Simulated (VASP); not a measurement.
# Pt (P-1) in VASP: further runs

The runs below take Pt through single point, with PBEsol.

Everything below comes from runs of VASP 6.6.1. Logs are shortened: lines on timing, memory, paths and dates and some standing lists are left out, and cuts for length are marked.

### 1 The cell of the first run

The typed cell holds 2 atoms: a = 2.723 Å, b = 2.705 Å, c = 4.802 Å, α = 89.67°, β = 89.80°, γ = 120.68°.

### 2 Single point, PBEsol

INCAR reads:

```
SYSTEM = Pt
ALGO = Normal ; EDIFF = 1E-6
ENCUT = 520 ; GGA = PS
ISIF = 2 ; ISMEAR = 1
LASPH = .TRUE. ; LCHARG = .FALSE.
LREAL = .FALSE. ; LWAVE = .FALSE.
NBANDS = 17 ; NELM = 60
PREC = Accurate ; SIGMA = 0.1
```

KPOINTS reads:

```
k-points
0
G
  7 7 4
  0 0 0
```

POSCAR reads:

```
Pt
1.0
    2.7231922572     -0.0107640430      0.0049133195
   -1.3710825259      2.3320290524      0.0082944352
    0.0080535164      0.0193961148      4.8019451426
Pt
2
Direct
    0.7456733386      0.2943390348      0.7287214658
    0.2373754854      0.7459229245      0.2304346471
```

Potentials or basis: VASP PAW PBE potentials, release 64 (Pt).

The run is started by

```
$ cat potpaw_PBE.64/Pt/POTCAR > POTCAR
$ mpirun -np 1 vasp_std > vasp.out
```

OUTCAR:

```text
SYSTEM = Pt
   EDIFF = 1E-6
   ENCUT = 520
   GGA = PS
   ISIF = 2
   ISMEAR = 1
   LASPH = .TRUE.
   LREAL = .FALSE.
   NELM = 60
   PREC = Accurate

 ion  position               nearest neighbor table
   1  0.746  0.294  0.729-   2 2.70   2 2.73   2 2.79   2 2.79   2 3.29   2 3.31   2 3.43   2 3.44

   2  0.237  0.746  0.230-   1 2.70   1 2.73   1 2.79   1 2.79   1 3.29   1 3.31   1 3.43   1 3.44

  LATTYP: Found a triclinic cell.
 ALAT       =     2.6863816583
 B/A-ratio  =     1.0137122381
 C/A-ratio  =     1.7875312145
 COS(alpha) =     0.0034653544
 COS(beta)  =     0.0092508413
 COS(gamma) =     0.4999086958

  Lattice vectors:

 A1 = (  -1.3521097313,  -2.3212650094,  -0.0132077547)
 A2 = (  -2.7231922572,   0.0107640430,  -0.0049133195)
 A3 = (  -0.0080535164,  -0.0193961148,  -4.8019451426)

Analysis of symmetry for initial positions (statically):
=====================================================================
 Subroutine PRICEL returns:
 Original cell was already a primitive cell.

 Routine SETGRP: Setting up the symmetry group for a
 triclinic supercell.

 Subroutine GETGRP returns: Found  2 space group operations
 (whereof  1 operations were pure point group operations)
 out of a pool of  2 trial point group operations.

The static configuration has the point symmetry C_1 .
 The point group associated with its full space group is S_2 .

Analysis of symmetry for dynamics (positions and initial velocities):
=====================================================================
 Subroutine PRICEL returns:
 Original cell was already a primitive cell.

 Routine SETGRP: Setting up the symmetry group for a
 triclinic supercell.

 Subroutine GETGRP returns: Found  2 space group operations
 (whereof  1 operations were pure point group operations)
 out of a pool of  2 trial point group operations.

The dynamic configuration has the point symmetry C_1 .
 The point group associated with its full space group is S_2 .

 Subroutine INISYM returns: Found  2 space group operations
 (whereof  1 operations are pure point group operations),
 and found     1 'primitive' translations

----------------------------------------------------------------------------------------

                                     Primitive cell

  volume of cell :      30.4235

  direct lattice vectors                    reciprocal lattice vectors
     2.723192257 -0.010764043  0.004913319     0.368074183  0.216409161 -0.001491435
    -1.371082526  2.332029052  0.008294435     0.001702092  0.429818030 -0.001738984
     0.008053516  0.019396115  4.801945143    -0.000379551 -0.000963856  0.208253473

  length of vectors
     2.723217963  2.705234850  4.801991068     0.426982147  0.429824918  0.208256049

  position of ions in fractional coordinates (direct lattice)
     0.745673339  0.294339035  0.728721466
     0.237375485  0.745922925  0.230434647

  ion indices of the primitive-cell ions
   primitive index   ion index
                 1           1
                 2           2

----------------------------------------------------------------------------------------

 KPOINTS: k-points

Automatic generation of k-mesh.
 Grid dimensions read from file:
 generate k-points for:    7    7    4

 Generating k-lattice:

  Cartesian coordinates                     Fractional coordinates (reciprocal lattice)
     0.052582026  0.030915594 -0.000213062     0.142857143  0.000000000  0.000000000
     0.000243156  0.061402576 -0.000248426     0.000000000  0.142857143 -0.000000000
    -0.000094888 -0.000240964  0.052063368    -0.000000000  0.000000000  0.250000000

  Length of vectors
     0.060997450  0.061403560  0.052064012

  Shift w.r.t. Gamma in fractional coordinates (k-lattice)
     0.000000000  0.000000000  0.000000000

 Subroutine IBZKPT returns following result:
 ===========================================

 Found     99 irreducible k-points:

 Following reciprocal coordinates:
            Coordinates               Weight
  0.000000  0.000000  0.000000      1.000000
  0.142857  0.000000 -0.000000      2.000000
  0.285714 -0.000000  0.000000      2.000000
  0.428571  0.000000 -0.000000      2.000000
 -0.000000  0.142857 -0.000000      2.000000
  0.142857  0.142857 -0.000000      2.000000
[... 16 lines left out ...]
 -0.428571  0.428571 -0.000000      2.000000
 -0.285714  0.428571 -0.000000      2.000000
 [... further k-points ...]
   k-points           NKPTS =     99   k-points in BZ     NKDIM =     99   number of bands    NBANDS=     17
   number of dos      NEDOS =    301   number of ions     NIONS =      2
   total plane-waves  NPLWV =  14400
   dimension x,y,z NGX =    20 NGY =   20 NGZ =   36
   dimension x,y,z NGXF=    40 NGYF=   40 NGZF=   72
   ions per type =               2
   NGX,Y,Z   is equivalent  to a cutoff of  12.21, 12.29, 12.46 a.u.
   NGXF,Y,Z  is equivalent  to a cutoff of  24.42, 24.58, 24.93 a.u.
 SYSTEM =  Pt
   PREC   = accura    normal or accurate (medium, high low for compatibility)
   ISTART =      0    job   : 0-new  1-cont  2-samecut
   ICHARG =      2    charge: 1-file 2-atom 10-const
   ISPIN  =      1    spin polarized calculation?
   LNONCOLLINEAR =      F non collinear calculations
   LSORBIT =      F    spin-orbit coupling
   LASPH  =      T    aspherical Exc in radial PAW
   ENCUT  =  520.0 eV  38.22 Ry    6.18 a.u.   5.06  5.03  8.93*2*pi/ulx,y,z
   NELM   =     60;   NELMIN=  2; NELMDL= -5     # of ELM steps
   EDIFF  = 0.1E-05   stopping-criterion for ELM
   LREAL  =      F    real-space projection
   EDIFFG = 0.1E-04   stopping-criterion for IOM
   NSW    =      0    number of steps for IOM
   IBRION =     -1    ionic relax: 0-MD 1-quasi-New 2-CG
   NFREE  =      0    steps in history (QN), initial steepest desc. (CG)
   ISIF   =      2    stress and relaxation
   ISYM   =      2    0-nonsym 1-usesym 2-fastsym
   POTIM  = 0.5000    time-step for ionic-motion
   TEBEG  =    0.0;   TEEND  =   0.0 temperature during run
   PSTRESS=    0.0 pullay stress
   NELECT =      20.0000    total number of electrons
   NUPDOWN=      -1.0000    fix difference up-down
   EMIN   =  10.00;   EMAX   =-10.00  energy-range for DOS
   EFERMI =   0.00;   METHOD = LEGACY
   ISMEAR =     1;   SIGMA  =   0.10  broadening in eV -4-tet -1-fermi 0-gaus
   EFERMI_NEDOS =   21; number of points for ismear=-14 and -15
   IALGO  =     38    algorithm
   IMIX   =      4    mixing-type and parameters
     AMIX     =   0.40;   BMIX     =  1.00
     AMIX_MAG =   1.60;   BMIX_MAG =  1.00
  volume/ion in A,a.u.               =      15.21       102.65
  Fermi-wavevector in a.u.,A,eV,Ry     =   1.423470  2.689968 27.569033  2.026267
  Thomas-Fermi vector in A             =   2.544064
   LORBIT       =      0    0 simple, 1 ext, 2 COOP (PROOUT), +10 PAW based schemes
   GGA     = PS    functional components
   LHFCALC =     F    Hartree Fock is set to
   AEXX    =    0.0000 exact exchange contribution
   IVDW    =     0    specifies the selected vdW correction
   LEPSILON=     F    determine dielectric tensor
   LRPA    =     F    only Hartree local field effects (RPA)
 non-spin polarized calculation
 Methfessel and Paxton  Order N= 1 SIGMA  =   0.10
  energy-cutoff  :      520.00
  volume of cell :       30.42
 maximum number of plane-waves:       831
   NGX = 11   NGY = 11   NGZ = 17

 number of electron      19.9999999 magnetization

 Free energy of the ion-electron system (eV)
  ---------------------------------------------------
  ext. energy  EPLUGINS =         0.00000000
  ---------------------------------------------------
  free energy    TOTEN  =       -13.86796698 eV

  energy without entropy =      -13.86838505  energy(sigma->0) =      -13.86810634

 E-fermi :  11.0446     XC(G=0): -13.5606

 val. band max:       11.0377370127   @ k =  -0.4286   0.4286  -0.0000
 cond. band min:      11.0544985931   @ k =   0.1429   0.1429   0.5000
 fundamental gap:      0.0167615805
 Fermi energy:        11.0445658897

 k-point     1 :       0.0000    0.0000    0.0000
  band No.  band energies     occupation
      1       0.7294      2.00000
      2       3.3276      2.00000
      3       5.8713      2.00000
      4       7.1557      2.00000
      5       7.4371      2.00000
      6       7.4871      2.00000
[... 9 lines left out ...]
     16      26.5764      0.00000
     17      31.2217      0.00000

 k-point     2 :       0.1429    0.0000   -0.0000
  band No.  band energies     occupation
      1       1.5019      2.00000
      2       4.0904      2.00000
      3       6.0505      2.00000
      4       6.6946      2.00000
      5       7.6311      2.00000
      6       7.8497      2.00000
[... 9 lines left out ...]
     16      27.6371      0.00000
     17      29.3242      0.00000

 k-point     3 :       0.2857   -0.0000    0.0000
  band No.  band energies     occupation
      1       3.3329      2.00000
      2       5.0531      2.00000
      3       5.9518      2.00000
      4       6.3989      2.00000
      5       6.6440      2.00000
      6       6.8557      2.00000
[... 9 lines left out ...]
     16      27.8225      0.00000
     17      28.8848      0.00000

 k-point     4 :       0.4286    0.0000   -0.0000
  band No.  band energies     occupation
      1       4.2400      2.00000
      2       4.5472      2.00000
      3       5.7804      2.00000
      4       5.9981      2.00000
      5       6.7303      2.00000
      6       7.6921      2.00000
[... 9 lines left out ...]
     16      23.8456      0.00000
     17      25.8149      0.00000

 k-point     5 :      -0.0000    0.1429   -0.0000
  band No.  band energies     occupation
      1       1.5129      2.00000
      2       4.1012      2.00000
      3       6.1044      2.00000
      4       6.7850      2.00000
      5       7.6381      2.00000
      6       7.7495      2.00000
[... 9 lines left out ...]
     16      27.6444      0.00000
     17      29.1221      0.00000

 k-point     6 :       0.1429    0.1429   -0.0000
  band No.  band energies     occupation
      1       2.9209      2.00000
      2       5.3860      2.00000
      3       6.0746      2.00000
      4       6.7497      2.00000
      5       6.8335      2.00000
      6       6.9638      2.00000
[... 9 lines left out ...]
     16      28.0872      0.00000
     17      30.4424      0.00000

 k-point     7 :       0.2857    0.1429   -0.0000
  band No.  band energies     occupation
      1       4.7009      2.00000
      2       5.2049      2.00000
      3       5.8585      2.00000
      4       6.5335      2.00000
      5       6.6050      2.00000
      6       7.0544      2.00000
[... 9 lines left out ...]
     16      25.3635      0.00000
     17      26.2395      0.00000

 k-point     8 :       0.4286    0.1429   -0.0000
  band No.  band energies     occupation
      1       4.8339      2.00000
      2       5.1334      2.00000
      3       5.7643      2.00000
      4       6.0111      2.00000
      5       6.9035      2.00000
      6       7.4928      2.00000
[... 9 lines left out ...]
     16      22.8150      0.00000
     17      23.0989      0.00000
[... 203 lines left out ...]
      1       4.2795      2.00000
      2       4.5440      2.00000
      3       5.5705      2.00000
      4       6.2412      2.00000
      5       6.7886      2.00000
      6       7.7428      2.00000
[... 9 lines left out ...]
     16      24.0781      0.00000
     17      26.0475      0.00000

 k-point    20 :       0.1429    0.4286   -0.0000
  band No.  band energies     occupation
      1       4.8636      2.00000
      2       5.0845      2.00000
      3       5.5823      2.00000
      4       6.2194      2.00000
      5       6.9844      2.00000
      6       7.5173      2.00000
[... 9 lines left out ...]
     16      22.8169      0.00000
     17      23.6243      0.00000

 k-point    21 :       0.2857    0.4286   -0.0000
  band No.  band energies     occupation
      1       5.3465      2.00000
      2       5.5155      2.00000
      3       5.8089      2.00000
      4       6.3116      2.00000
      5       6.4147      2.00000
      6       7.7296      2.00000
[... 9 lines left out ...]
     16      24.9464      0.00000
     17      25.1828      0.00000

 k-point    22 :       0.4286    0.4286   -0.0000
  band No.  band energies     occupation
      1       4.0619      2.00000
      2       4.4767      2.00000
      3       4.5335      2.00000
      4       7.0394      2.00000
      5       7.7756      2.00000
      6       8.3852      2.00000
[... 9 lines left out ...]
     16      24.4078      0.00000
     17      26.4080      0.00000

 k-point    23 :      -0.4286    0.4286   -0.0000
  band No.  band energies     occupation
      1       3.4146      2.00000
      2       3.9382      2.00000
      3       4.3804      2.00000
      4       7.3085      2.00000
      5       7.5237      2.00000
      6       9.2104      2.00000
[... 9 lines left out ...]
     16      24.0959      0.00000
     17      26.0961      0.00000

 k-point    24 :      -0.2857    0.4286   -0.0000
  band No.  band energies     occupation
      1       3.9512      2.00000
      2       4.7420      2.00000
      3       4.9549      2.00000
      4       6.8333      2.00000
      5       7.1588      2.00000
      6       7.7804      2.00000
[... 9 lines left out ...]
     16      26.9799      0.00000
     17      27.2855      0.00000

 [... further k-points ...]
[... 5 lines left out ...]
  --------------------------------------------------------------------------------------
  -------------------------------------------------------------------------------------
  Total       -0.1109807      0.1944145     -0.0388420      0.0535980     -0.1628102     -0.1028134
  in kB       -5.8445157     10.2383439     -2.0455161      2.8226020     -8.5739838     -5.4144070
  external PRESSURE =       0.7827707 kB  Pullay stress =       0.0000000 kB

 VOLUME and BASIS-vectors are now :
 -----------------------------------------------------------------------------
  energy-cutoff  :      520.00
  volume of cell :       30.42
      direct lattice vectors                 reciprocal lattice vectors
     2.723192257 -0.010764043  0.004913319     0.368074183  0.216409161 -0.001491435
    -1.371082526  2.332029052  0.008294435     0.001702092  0.429818030 -0.001738984
     0.008053516  0.019396115  4.801945143    -0.000379551 -0.000963856  0.208253473

 POSITION                                       TOTAL-FORCE (eV/Angst)
 -----------------------------------------------------------------------------------
      1.63292      0.69252      3.50539        -0.052061     -0.265756      0.128130
     -0.37445      1.74143      1.11389         0.052061      0.265756     -0.128130
 -----------------------------------------------------------------------------------
    total drift:                                0.000004      0.000002     -0.000002

  FREE ENERGIE OF THE ION-ELECTRON SYSTEM (eV)
  ---------------------------------------------------
  free  energy   TOTEN  =       -13.8679669812 eV

  energy  without entropy=      -13.8683850502  energy(sigma->0) =      -13.86810634
```

It took 23 s on 1 thread of Intel Xeon Platinum 8488C (Sapphire Rapids), shared host; peak memory 0.16 GiB.

Results:

```yaml
Free_energy: -13.8680 eV
Pressure: 0.1 GPa
Largest_force: 0.300 eV/Å
Band_gap_on_the_k_mesh: zero (band 10 reaches 11.37 eV, above the bottom of band 11 at 9.63 eV)
```

Forces in eV/Å, atoms in the order of the input:
```
Pt  -0.052 -0.266  0.128
Pt   0.052  0.266 -0.128
```

Caveat: the k points lie up to 0.39 Å⁻¹ apart; the PAW data sets were made with another functional, which shifts forces and pressure a little; spin-orbit coupling is left out, which moves the levels of the heavy elements.

[end of part 1 of 2]
